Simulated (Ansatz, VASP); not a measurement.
## One calculation of Ti, two programs

Contents of INCAR:

```
PREC = Accurate ; ENCUT = 520
EDIFF = 1E-8 ; ISMEAR = 1
SIGMA = 0.15 ; LREAL = F
LASPH = T ; NELM = 60
ALGO = Normal ; ISIF = 2
LWAVE = F ; LCHARG = F
LEFG = T ; NBANDS = 25
```

KPOINTS

```
regular mesh
0
Gamma
  7 7 9
```

The input POSCAR:

```
Ti
1.0
    4.6000000000      0.0000000000      0.0000000000
   -2.3000000000      3.9837168600      0.0000000000
    0.0000000000      0.0000000000      2.8200000000
Ti
3
Direct
    0.0000000000      0.0000000000      0.0000000000
    0.3333333300      0.6666666700      0.5000000000
    0.6666666700      0.3333333300      0.5000000000
```

Input for Ansatz:

```yaml
crystal:
  lattice:
    - [4.6, 0.0, 0.0]
    - [-2.3, 3.98371686, 0.0]
    - [0.0, 0.0, 2.82]
  atoms:
    - { symbol: Ti, position: [0.0, 0.0, 0.0] }
    - { symbol: Ti, position: [0.33333333, 0.66666667, 0.5] }
    - { symbol: Ti, position: [0.66666667, 0.33333333, 0.5] }
kpoints:
  mp_grid:
    grid: [7, 7, 9]
  band_path:
    path:
      - [0.0, 0.0, 0.0]
      - [0.5, 0.0, 0.0]
      - [0.33333, 0.33333, 0.0]
      - [0.0, 0.0, 0.0]
      - [0.0, 0.0, 0.5]
      - [0.5, 0.0, 0.5]
    npoints: 8
hamiltonian:
  xc: lda
  pseudopotentials:
    kind: paw
scf:
  n_extra_bands: 10
  occupations:
    method: cold
    width: 0.15
output:
  efg: {}
```

Alike in both runs: task electric field gradients; functional LDA; k mesh 7 × 7 × 9; no spin polarisation.

|  | VASP | Ansatz |
| --- | --- | --- |
| version | VASP 6.6.1 | Ansatz 0.2.0 |
| potentials or method | VASP PAW LDA potentials, release 64 (Ti_sv) | plane waves, PAW |
| plane-wave cutoff (eV) | 520 | 420 |
| occupations | methfessel-paxton of order 1, width 0.15 eV | cold, width 0.15 eV |
| valence electrons in the cell | 36 | 36 |

```tsv
	VASP	Ansatz	Ansatz less VASP
gap on the k mesh at the Fermi level (eV)	none	none	-
size of Vzz on the site where it differs most (V/Å²)	17.5	20.0	+2.57
```

LDA's correlation is that of Perdew and Zunger in VASP and of Perdew and Wang (1992) in Ansatz. A gap of «none» marks a metal or a gap that the smearing closes.
